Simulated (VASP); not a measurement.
Write the native input for VASP 6.6.1 that does the following.

```
Task                   : single point
Functional             : BLYP
Dispersion             : D4
Potentials or basis    : VASP PAW PBE potentials, release 64 (Ta_sv_GW, N)
Cutoff                 : 700 eV
k mesh                 : 10 × 10 × 10
Occupations            : fermi-dirac, width 0.05 eV
Spin                   : no spin polarisation
Dipole correction      : no
Further INCAR settings : ALGO = Normal; EDIFF = 1e-06; NBANDS = 16
```

The structure of TaN lies in POSCAR:

```
TaN
1.0
    0.0000000000      2.2116960213      2.2116960213
    2.2116960213      0.0000000000      2.2116960213
    2.2116960213      2.2116960213      0.0000000000
Ta N
1 1
Direct
    0.5000000000      0.5000000000      0.5000000000
    0.0000000000      0.0000000000      0.0000000000
```

The input as run:

INCAR

```
SYSTEM = TaN
PREC = Accurate
ENCUT = 700
EDIFF = 1E-6
ISMEAR = -1
SIGMA = 0.05
LREAL = .FALSE.
LASPH = .TRUE.
NELM = 120
ALGO = Normal
ISIF = 2
LWAVE = .FALSE.
LCHARG = .TRUE.
GGA = B5
ALDAX = 1.0
AGGAX = 1.0
AGGAC = 1.0
ALDAC = 0.0
IVDW = 13
VDW_S6 = 1.0
VDW_S8 = 2.34076671
VDW_A1 = 0.44488865
VDW_A2 = 4.0933009
LELF = .TRUE.
LVHAR = .TRUE.
NBANDS = 16
GGA_COMPAT = .FALSE.
```

KPOINTS

```
regular mesh
0
G
  10 10 10
  0 0 0
```

Potentials or basis: VASP PAW PBE potentials, release 64 (Ta_sv_GW, N).

Command:

```sh
$ cat potpaw_PBE.64/Ta_sv_GW/POTCAR potpaw_PBE.64/N/POTCAR > POTCAR
$ mpirun -np 1 vasp_std > vasp.out
```

It gave:

- Pressure: 0.7 GPa
- Band gap on the k mesh: zero (bands 9 and 10 overlap by 3.80 eV)
- Dispersion energy per atom: -0.589 eV

Caveat: the PAW data sets were made with another functional, which shifts forces and pressure a little; spin-orbit coupling is left out, which moves the levels of the heavy elements.

Run time: 41 s on 1 thread of AMD EPYC 7R13 Processor (Zen 3) (shared host), peak memory 0.15 GiB.
